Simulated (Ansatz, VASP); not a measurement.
## Bi2Te2O3 in VASP and in Ansatz

```
CELL_PARAMETERS angstrom
6.31009 0.00000 0.00000
-3.15505 5.46470 0.00000
0.00000 0.00000 6.57982
ATOMIC_POSITIONS crystal
Bi 0.33333 0.66667 0.50000
Bi 0.66667 0.33333 0.50000
Te 0.33333 0.66667 0.00000
Te 0.66667 0.33333 0.00000
O 0.32928 0.00000 0.50000
O 0.00000 0.32928 0.50000
O 0.67072 0.67072 0.50000
```

Alike in both runs: functional PBE; k mesh 3 × 3 × 2; occupations gaussian, width 0.15 eV; no spin polarisation.

Ansatz relaxed the structure, and its values are those at the end. VASP's run is a single point on that final structure, the one shown.

```csv
,VASP,Ansatz
version,VASP 6.6.1,Ansatz 0.2.0
potentials or method,"VASP PAW PBE potentials, release 64 (Bi_d, Te, O), cutoff 520 eV","scalar-relativistic, plane waves, PAW"
valence electrons in the cell,60,80
```

Ansatz gave:

- gap on the k mesh at the Fermi level (eV): none
- pressure (GPa): 0.2
- rms of the force components (eV/Å): 0.003

Task: What did VASP give for the same quantities?

Result: gap on the k mesh at the Fermi level (eV): none; pressure (GPa): 0.3; rms of the force components (eV/Å): 0.015.

A gap of «none» marks a metal or a gap that the smearing closes. VASP's potentials hold 60 valence electrons a cell and Ansatz's 80, so a difference there can come from the potentials and not from the codes.

The k mesh is coarse, so the values compare programs but aren't converged. Spin-orbit coupling is off throughout.
